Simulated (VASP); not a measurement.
# K (Im-3m) in VASP: further runs

The runs below take K through single point, with PBE.

Everything below comes from runs of VASP 6.6.1. Logs are shortened: lines on timing, memory, paths and dates and some standing lists are left out, and cuts for length are marked.

## (1) The cell of the first run

The structure is cubic, space group Im-3m (No. 229). The conventional cell has a = 5.283 Å, b = 5.283 Å, c = 5.283 Å, α = 90.00°, β = 90.00°, γ = 90.00°.

## (2) Single point, PBE

INCAR

```
PREC = Accurate ; ENCUT = 520
EDIFF = 1E-6 ; ISMEAR = -1
SIGMA = 1.0 ; LREAL = F
LASPH = T ; NELM = 60
ALGO = Normal ; ISIF = 2
LWAVE = F ; LCHARG = F
GGA = PE ; NBANDS = 10
```

KPOINTS

```
Automatic mesh
0
Gamma
  9 9 9
```

POSCAR

```
K
1.0
   -2.6417142217      2.6417142217      2.6417142217
    2.6417142217     -2.6417142217      2.6417142217
    2.6417142217      2.6417142217     -2.6417142217
K
1
Direct
    0.0000000000      0.0000000000      0.0000000000
```

Potentials or basis: VASP PAW PBE potentials, release 64 (K_sv).

Started as:

```
$ cat potpaw_PBE.64/K_sv/POTCAR > POTCAR
$ mpirun -np 1 vasp_std > vasp.out
```

OUTCAR:

```text
PREC = Accurate
   ENCUT = 520
   EDIFF = 1E-6
   ISMEAR = -1
   LREAL = F
   LASPH = T
   NELM = 60
   ISIF = 2
   GGA = PE

 ion  position               nearest neighbor table
   1  0.000  0.000  0.000-

  LATTYP: Found a body centered cubic cell.
 ALAT       =     5.2834284434

  Lattice vectors:

 A1 = (  -2.6417142217,   2.6417142217,   2.6417142217)
 A2 = (   2.6417142217,  -2.6417142217,   2.6417142217)
 A3 = (   2.6417142217,   2.6417142217,  -2.6417142217)

Analysis of symmetry for initial positions (statically):
=====================================================================
 Subroutine PRICEL returns:
 Original cell was already a primitive cell.

 Routine SETGRP: Setting up the symmetry group for a
 body centered cubic supercell.

 Subroutine GETGRP returns: Found 48 space group operations
 (whereof 48 operations were pure point group operations)
 out of a pool of 48 trial point group operations.

The static configuration has the point symmetry O_h .

Analysis of symmetry for dynamics (positions and initial velocities):
=====================================================================
 Subroutine PRICEL returns:
 Original cell was already a primitive cell.

 Routine SETGRP: Setting up the symmetry group for a
 body centered cubic supercell.

 Subroutine GETGRP returns: Found 48 space group operations
 (whereof 48 operations were pure point group operations)
 out of a pool of 48 trial point group operations.

The dynamic configuration has the point symmetry O_h .

 Subroutine INISYM returns: Found 48 space group operations
 (whereof 48 operations are pure point group operations),
 and found     1 'primitive' translations

----------------------------------------------------------------------------------------

                                     Primitive cell

  volume of cell :      73.7424

  direct lattice vectors                    reciprocal lattice vectors
    -2.641714222  2.641714222  2.641714222     0.000000000  0.189271041  0.189271041
     2.641714222 -2.641714222  2.641714222     0.189271041  0.000000000  0.189271041
     2.641714222  2.641714222 -2.641714222     0.189271041  0.189271041  0.000000000

  length of vectors
     4.575583251  4.575583251  4.575583251     0.267669673  0.267669673  0.267669673

  position of ions in fractional coordinates (direct lattice)
     0.000000000  0.000000000  0.000000000

  ion indices of the primitive-cell ions
   primitive index   ion index
                 1           1

----------------------------------------------------------------------------------------

 KPOINTS: Automatic mesh

Automatic generation of k-mesh.
 Grid dimensions read from file:
 generate k-points for:    9    9    9

 Generating k-lattice:

  Cartesian coordinates                     Fractional coordinates (reciprocal lattice)
     0.000000000  0.021030116  0.021030116     0.111111111  0.000000000  0.000000000
     0.021030116  0.000000000  0.021030116     0.000000000  0.111111111  0.000000000
     0.021030116  0.021030116  0.000000000     0.000000000  0.000000000  0.111111111

  Length of vectors
     0.029741075  0.029741075  0.029741075

  Shift w.r.t. Gamma in fractional coordinates (k-lattice)
     0.000000000  0.000000000  0.000000000

 Subroutine IBZKPT returns following result:
 ===========================================

 Found     35 irreducible k-points:

 Following reciprocal coordinates:
            Coordinates               Weight
  0.000000  0.000000  0.000000      1.000000
  0.111111  0.000000  0.000000     12.000000
  0.222222  0.000000  0.000000     12.000000
  0.333333  0.000000  0.000000     12.000000
  0.444444  0.000000  0.000000     12.000000
  0.111111  0.111111  0.000000     24.000000
[... 16 lines left out ...]
 -0.333333  0.444444  0.111111     48.000000
 -0.444444 -0.444444  0.111111     24.000000
 [... further k-points ...]
   k-points           NKPTS =     35   k-points in BZ     NKDIM =     35   number of bands    NBANDS=     10
   number of dos      NEDOS =    301   number of ions     NIONS =      1
   total plane-waves  NPLWV =  46656
   dimension x,y,z NGX =    36 NGY =   36 NGZ =   36
   dimension x,y,z NGXF=    72 NGYF=   72 NGZF=   72
   ions per type =               1
   NGX,Y,Z   is equivalent  to a cutoff of  13.08, 13.08, 13.08 a.u.
   NGXF,Y,Z  is equivalent  to a cutoff of  26.16, 26.16, 26.16 a.u.
 SYSTEM =  unknown system
   PREC   = accura    normal or accurate (medium, high low for compatibility)
   ISTART =      0    job   : 0-new  1-cont  2-samecut
   ICHARG =      2    charge: 1-file 2-atom 10-const
   ISPIN  =      1    spin polarized calculation?
   LNONCOLLINEAR =      F non collinear calculations
   LSORBIT =      F    spin-orbit coupling
   LASPH  =      T    aspherical Exc in radial PAW
   ENCUT  =  520.0 eV  38.22 Ry    6.18 a.u.   8.51  8.51  8.51*2*pi/ulx,y,z
   NELM   =     60;   NELMIN=  2; NELMDL= -5     # of ELM steps
   EDIFF  = 0.1E-05   stopping-criterion for ELM
   LREAL  =      F    real-space projection
   EDIFFG = 0.1E-04   stopping-criterion for IOM
   NSW    =      0    number of steps for IOM
   IBRION =     -1    ionic relax: 0-MD 1-quasi-New 2-CG
   NFREE  =      0    steps in history (QN), initial steepest desc. (CG)
   ISIF   =      2    stress and relaxation
   ISYM   =      2    0-nonsym 1-usesym 2-fastsym
   POTIM  = 0.5000    time-step for ionic-motion
   TEBEG  =    0.0;   TEEND  =   0.0 temperature during run
   PSTRESS=    0.0 pullay stress
   NELECT =       9.0000    total number of electrons
   NUPDOWN=      -1.0000    fix difference up-down
   EMIN   =  10.00;   EMAX   =-10.00  energy-range for DOS
   EFERMI =   0.00;   METHOD = LEGACY
   ISMEAR =    -1;   SIGMA  =   1.00  broadening in eV -4-tet -1-fermi 0-gaus
   EFERMI_NEDOS =   21; number of points for ismear=-14 and -15
   IALGO  =     38    algorithm
   IMIX   =      4    mixing-type and parameters
     AMIX     =   0.40;   BMIX     =  1.00
     AMIX_MAG =   1.60;   BMIX_MAG =  1.00
  volume/ion in A,a.u.               =      73.74       497.64
  Fermi-wavevector in a.u.,A,eV,Ry     =   0.812051  1.534553  8.972041  0.659426
  Thomas-Fermi vector in A             =   1.921523
   LORBIT       =      0    0 simple, 1 ext, 2 COOP (PROOUT), +10 PAW based schemes
   GGA     = PE    functional components
   LHFCALC =     F    Hartree Fock is set to
   AEXX    =    0.0000 exact exchange contribution
   IVDW    =     0    specifies the selected vdW correction
   LEPSILON=     F    determine dielectric tensor
   LRPA    =     F    only Hartree local field effects (RPA)
 non-spin polarized calculation
  energy-cutoff  :      520.00
  volume of cell :       73.74
 maximum number of plane-waves:      2006
 NGX is ok and might be reduce to    36
   NGX = 17   NGY = 17   NGZ = 17

 number of electron       9.0000002 magnetization

 Free energy of the ion-electron system (eV)
  ---------------------------------------------------
  ext. energy  EPLUGINS =         0.00000000
  ---------------------------------------------------
  free energy    TOTEN  =        -2.22284732 eV

  energy without entropy =       -0.09978162  energy(sigma->0) =       -1.16131447

 E-fermi :  -0.7787     XC(G=0):  -5.6232

 val. band max:       -0.8163340048   @ k =  -0.3333   0.3333   0.1111
 cond. band min:      -0.6788251932   @ k =   0.2222   0.1111   0.1111
 fundamental gap:      0.1375088117
 Fermi energy:        -0.7786965186

 k-point     1 :       0.0000    0.0000    0.0000
  band No.  band energies     occupation
      1     -32.1519      2.00000
      2     -15.6102      2.00000
      3     -15.6102      2.00000
      4     -15.6102      2.00000
      5      -2.2583      1.62902
      6       4.2136      0.01349
      7       4.2136      0.01349
      8       4.2136      0.01349
      9       5.1211      0.00547
     10       5.1211      0.00547

 k-point     2 :       0.1111    0.0000    0.0000
  band No.  band energies     occupation
      1     -32.1514      2.00000
      2     -15.6183      2.00000
      3     -15.6129      2.00000
      4     -15.6102      2.00000
      5      -2.1053      1.58056
      6       3.9530      0.01747
      7       4.0193      0.01636
      8       4.3352      0.01195
      9       4.9048      0.00678
     10       5.0824      0.00568

 k-point     3 :       0.2222    0.0000    0.0000
  band No.  band energies     occupation
      1     -32.1502      2.00000
      2     -15.6386      2.00000
      3     -15.6197      2.00000
      4     -15.6102      2.00000
      5      -1.6585      1.41356
      6       3.0917      0.04085
      7       3.6301      0.02405
      8       4.6935      0.00837
      9       4.9157      0.00671
     10       5.0562      0.00583

 k-point     4 :       0.3333    0.0000    0.0000
  band No.  band energies     occupation
      1     -32.1488      2.00000
      2     -15.6613      2.00000
      3     -15.6274      2.00000
      4     -15.6102      2.00000
      5      -0.9537      1.08727
      6       2.0536      0.11121
      7       3.2880      0.03369
      8       4.9588      0.00643
      9       5.1705      0.00520
     10       5.2693      0.00471
[... 222 lines left out ...]
 k-point    22 :      -0.4444    0.4444    0.1111
  band No.  band energies     occupation
      1     -32.1476      2.00000
      2     -15.6739      2.00000
      3     -15.6355      2.00000
      4     -15.6160      2.00000
      5       0.0739      0.59777
      6       1.0936      0.26655
      7       3.1341      0.03919
      8       4.0796      0.01541
      9       5.4222      0.00405
     10       6.0091      0.00225

 k-point    23 :      -0.3333    0.4444    0.1111
  band No.  band energies     occupation
      1     -32.1475      2.00000
      2     -15.6659      2.00000
      3     -15.6394      2.00000
      4     -15.6211      2.00000
      5      -0.1649      0.70239
      6       1.7282      0.15075
      7       2.7754      0.05562
      8       4.1562      0.01428
      9       5.0210      0.00604
     10       5.6440      0.00324

 k-point    24 :      -0.4444   -0.4444    0.1111
  band No.  band energies     occupation
      1     -32.1470      2.00000
      2     -15.6713      2.00000
      3     -15.6431      2.00000
      4     -15.6210      2.00000
      5       0.7577      0.35411
      6       0.7783      0.34815
      7       2.6402      0.06342
      8       4.0910      0.01523
      9       5.2019      0.00504
     10       5.7082      0.00304

 [... further k-points ...]

------------------------ aborting loop because EDIFF is reached ----------------------------------------

  FORCE on cell =-STRESS in cart. coord.  units (eV):
  Direction    XX          YY          ZZ          XY          YZ          ZX
  --------------------------------------------------------------------------------------
  -------------------------------------------------------------------------------------
  Total        0.3682015      0.3682015      0.3682015     -0.0000000      0.0000000     -0.0000000
  in kB        7.9997911      7.9997911      7.9997911     -0.0000000      0.0000000     -0.0000000
  external PRESSURE =       7.9997911 kB  Pullay stress =       0.0000000 kB

 VOLUME and BASIS-vectors are now :
 -----------------------------------------------------------------------------
  energy-cutoff  :      520.00
  volume of cell :       73.74
      direct lattice vectors                 reciprocal lattice vectors
    -2.641714222  2.641714222  2.641714222     0.000000000  0.189271041  0.189271041
     2.641714222 -2.641714222  2.641714222     0.189271041  0.000000000  0.189271041
     2.641714222  2.641714222 -2.641714222     0.189271041  0.189271041  0.000000000

 POSITION                                       TOTAL-FORCE (eV/Angst)
 -----------------------------------------------------------------------------------
      0.00000      0.00000      0.00000        -0.000000     -0.000000      0.000000
 -----------------------------------------------------------------------------------
    total drift:                               -0.000000     -0.000000      0.000000

  FREE ENERGIE OF THE ION-ELECTRON SYSTEM (eV)
  ---------------------------------------------------
  free  energy   TOTEN  =        -2.2228473238 eV

  energy  without entropy=       -0.0997816203  energy(sigma->0) =       -1.16131447
```

It took 35 s on 1 thread of AMD EPYC 7R13, shared host; peak memory 0.17 GiB.

What came out:

```
Free energy            : -2.2228 eV
Pressure               : 0.8 GPa
Band gap on the k mesh : zero (an odd number of electrons rules out a gap without spin polarisation)
```

Caveat: so wide a smearing shifts energies and pressures.

## (3) Single point, PBE

INCAR

```
SYSTEM = K
PREC = Accurate
ENCUT = 520
EDIFF = 1E-6
ISMEAR = 0
SIGMA = 0.01
LREAL = .FALSE.
LASPH = .TRUE.
NELM = 80
ALGO = Normal
ISIF = 2
LWAVE = .FALSE.
LCHARG = .TRUE.
GGA = PE
LELF = .TRUE.
LVHAR = .TRUE.
NBANDS = 10
```

KPOINTS

```
Automatic mesh
0
G
  9 9 9
  0 0 0
```

POSCAR is that of step 2.

Potentials or basis: VASP PAW PBE potentials, release 64 (K_sv).

Started as:

```
$ cat potpaw_PBE.64/K_sv/POTCAR > POTCAR
$ mpirun -np 1 vasp_std > vasp.out
```

OUTCAR:

```text
SYSTEM = K
   PREC = Accurate
   ENCUT = 520
   EDIFF = 1E-6
   ISMEAR = 0
   LREAL = .FALSE.
   LASPH = .TRUE.
   NELM = 80
   ISIF = 2
   GGA = PE

 ion  position               nearest neighbor table
   1  0.000  0.000  0.000-

  LATTYP: Found a body centered cubic cell.
 ALAT       =     5.2834284434

  Lattice vectors:

 A1 = (  -2.6417142217,   2.6417142217,   2.6417142217)
 A2 = (   2.6417142217,  -2.6417142217,   2.6417142217)
 A3 = (   2.6417142217,   2.6417142217,  -2.6417142217)

Analysis of symmetry for initial positions (statically):
=====================================================================
 Subroutine PRICEL returns:
 Original cell was already a primitive cell.

 Routine SETGRP: Setting up the symmetry group for a
 body centered cubic supercell.

 Subroutine GETGRP returns: Found 48 space group operations
 (whereof 48 operations were pure point group operations)
 out of a pool of 48 trial point group operations.

The static configuration has the point symmetry O_h .

Analysis of symmetry for dynamics (positions and initial velocities):
=====================================================================
 Subroutine PRICEL returns:
 Original cell was already a primitive cell.

 Routine SETGRP: Setting up the symmetry group for a
 body centered cubic supercell.

 Subroutine GETGRP returns: Found 48 space group operations
 (whereof 48 operations were pure point group operations)
 out of a pool of 48 trial point group operations.

The dynamic configuration has the point symmetry O_h .

 Subroutine INISYM returns: Found 48 space group operations
 (whereof 48 operations are pure point group operations),
 and found     1 'primitive' translations

[... 113 lines left out ...]
  volume/ion in A,a.u.               =      73.74       497.64
  Fermi-wavevector in a.u.,A,eV,Ry     =   0.812051  1.534553  8.972041  0.659426
  Thomas-Fermi vector in A             =   1.921523
   LORBIT       =      0    0 simple, 1 ext, 2 COOP (PROOUT), +10 PAW based schemes
   GGA     = PE    functional components
   LHFCALC =     F    Hartree Fock is set to
   AEXX    =    0.0000 exact exchange contribution
   IVDW    =     0    specifies the selected vdW correction
   LEPSILON=     F    determine dielectric tensor
   LRPA    =     F    only Hartree local field effects (RPA)
 non-spin polarized calculation
 Gauss-broadening in eV      SIGMA  =   0.01
  energy-cutoff  :      520.00
  volume of cell :       73.74
 maximum number of plane-waves:      2006
 NGX is ok and might be reduce to    36
   NGX = 17   NGY = 17   NGZ = 17

 number of electron       9.0000001 magnetization

 Free energy of the ion-electron system (eV)
  ---------------------------------------------------
  ext. energy  EPLUGINS =         0.00000000
  ---------------------------------------------------
  free energy    TOTEN  =        -1.05015965 eV

  energy without entropy =       -1.05000379  energy(sigma->0) =       -1.05008172

 E-fermi :  -0.1768     XC(G=0):  -5.6451

 val. band max:       -0.1860811005   @ k =  -0.3333   0.4444   0.1111
 cond. band min:      -0.0768830339   @ k =   0.4444   0.0000   0.0000
 fundamental gap:      0.1091980666
 Fermi energy:        -0.1767613561

 k-point     1 :       0.0000    0.0000    0.0000
  band No.  band energies     occupation
      1     -32.2598      2.00000
      2     -15.7095      2.00000
      3     -15.7095      2.00000
      4     -15.7095      2.00000
      5      -2.2783      2.00000
      6       4.1661      0.00000
      7       4.1661      0.00000
      8       4.1661      0.00000
      9       5.0730      0.00000
     10       5.0730      0.00000
[... 287 lines left out ...]
 k-point    24 :      -0.4444   -0.4444    0.1111
  band No.  band energies     occupation
      1     -32.2550      2.00000
      2     -15.7698      2.00000
      3     -15.7420      2.00000
      4     -15.7202      2.00000
      5       0.7342      0.00000
      6       0.7581      0.00000
      7       2.6110      0.00000
      8       4.0535      0.00000
      9       5.1541      0.00000
     10       5.6636      0.00000

 [... further k-points ...]

------------------------ aborting loop because EDIFF is reached ----------------------------------------

  FORCE on cell =-STRESS in cart. coord.  units (eV):
  Direction    XX          YY          ZZ          XY          YZ          ZX
  --------------------------------------------------------------------------------------
  -------------------------------------------------------------------------------------
  Total       -0.0077656     -0.0077656     -0.0077656     -0.0000000     -0.0000000      0.0000000
  in kB       -0.1687215     -0.1687215     -0.1687215     -0.0000000     -0.0000000      0.0000000
  external PRESSURE =      -0.1687215 kB  Pullay stress =       0.0000000 kB

 VOLUME and BASIS-vectors are now :
 -----------------------------------------------------------------------------
  energy-cutoff  :      520.00
  volume of cell :       73.74
      direct lattice vectors                 reciprocal lattice vectors
    -2.641714222  2.641714222  2.641714222     0.000000000  0.189271041  0.189271041
     2.641714222 -2.641714222  2.641714222     0.189271041  0.000000000  0.189271041
     2.641714222  2.641714222 -2.641714222     0.189271041  0.189271041  0.000000000

 POSITION                                       TOTAL-FORCE (eV/Angst)
 -----------------------------------------------------------------------------------
      0.00000      0.00000      0.00000         0.000000      0.000000      0.000000
 -----------------------------------------------------------------------------------
    total drift:                               -0.000000     -0.000000      0.000000

  FREE ENERGIE OF THE ION-ELECTRON SYSTEM (eV)
  ---------------------------------------------------
  free  energy   TOTEN  =        -1.0501596451 eV

  energy  without entropy=       -1.0500037900  energy(sigma->0) =       -1.05008172
```

stdout:

```text
POSCAR found type information on POSCAR K
 POSCAR found :  1 types and       1 ions
 scaLAPACK will be used
 LDA part: xc-table for (Slater+PW92), standard interpolation
 POSCAR, INCAR and KPOINTS ok, starting setup
 FFT: planning ... GRIDC
 FFT: planning ... GRID_SOFT
 FFT: planning ... GRID
 WAVECAR not read
 entering main loop
```

Wall time 35 s (1 thread of AMD EPYC 7R13, shared host); peak memory 0.17 GiB.

Results:

* Free energy: -1.0502 eV
* Pressure: 0.0 GPa
* Band gap on the k mesh: zero (an odd number of electrons rules out a gap without spin polarisation)

Levels at points of the mesh, in eV from the Fermi level:
```tsv
k point	band 2	band 3	band 4	band 5	band 6	band 7
(0.00, 0.00, 0.00)	-15.53	-15.53	-15.53	-2.10	4.34	4.34
```
